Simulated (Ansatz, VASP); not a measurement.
**One calculation of Pd, two programs**

File INCAR:

```
SYSTEM = Pd
  ALGO = Normal
  EDIFF = 1E-6
  EDIFFG = -0.01
  ENCUT = 600
  GGA = RE
  IBRION = 2
  ISIF = 3
  ISMEAR = -1
  ISPIN = 2
  LASPH = .TRUE.
  LCHARG = .FALSE.
  LMAXMIX = 4
  LORBIT = 11
  LREAL = .FALSE.
  LWAVE = .FALSE.
  MAGMOM = 0.5
  NELM = 150
  NSW = 80
  PREC = Accurate
  SIGMA = 0.05
```

KPOINTS

```
k-points
0
G
  12 12 12
  0 0 0
```

The input POSCAR:

```
Pd
1.0
    2.5140960172      0.0000000000      0.0000000000
    0.0000000000      2.5140960172      0.0000000000
    0.0000000000      0.0000000000      2.5140960172
Pd
1
Direct
    0.0000000000      0.0000000000      0.0000000000
```

Input for Ansatz:

```yaml
crystal:
  lattice:
    - [2.5140960172, 0.0, 0.0]
    - [0.0, 2.5140960172, 0.0]
    - [0.0, 0.0, 2.5140960172]
  atoms:
    - { symbol: Pd, position: [0.0, 0.0, 0.0], spin: 0.5 }
hamiltonian:
  xc: revpbe
  pseudopotentials:
    kind: paw
    azcp:
      Pd: "pseudopotentials/Pd.paw.azcp"
basis:
  ecutwfc: 420
  fft_grid_basis: typed
kpoints:
  mp_grid: { grid: [12, 12, 12], shift: [0, 0, 0] }
magnetization:
  spin_polarized: true
scf:
  occupations: { method: fermi_dirac, width: 0.05 }
relax:
  max_steps: 60
  f_tol: 0.01
  cell: {}
```

Alike in both runs: task relaxation of cell and atoms; functional revPBE; k mesh 12 × 12 × 12; occupations fermi-dirac, width 0.05 eV; collinear spin.

|  | VASP | Ansatz |
| --- | --- | --- |
| version | VASP 6.6.1 | Ansatz 0.2.0 |
| potentials or method | VASP PAW PBE potentials, release 64 (Pd), cutoff 600 eV | plane waves (420 eV) with PAW, scalar-relativistic |
| valence electrons in the cell | 10 | 18 |

Ansatz gave:

```
net moment per atom (μB)                                     : 0.00
relaxed volume (Å³/atom)                                     : 18.31
relaxed cell length with the largest relative difference (Å) : 2.635
```

Q: Which values does VASP return?

A: net moment per atom (μB): 0.00; relaxed volume (Å³/atom): 18.24; relaxed cell length with the largest relative difference (Å): 2.632.

VASP's potentials were made for PBE, not for revPBE. VASP's potentials hold 10 valence electrons a cell and Ansatz's 18, so a difference there can come from the potentials and not from the codes. Ansatz's warnings: seeded moment not kept.
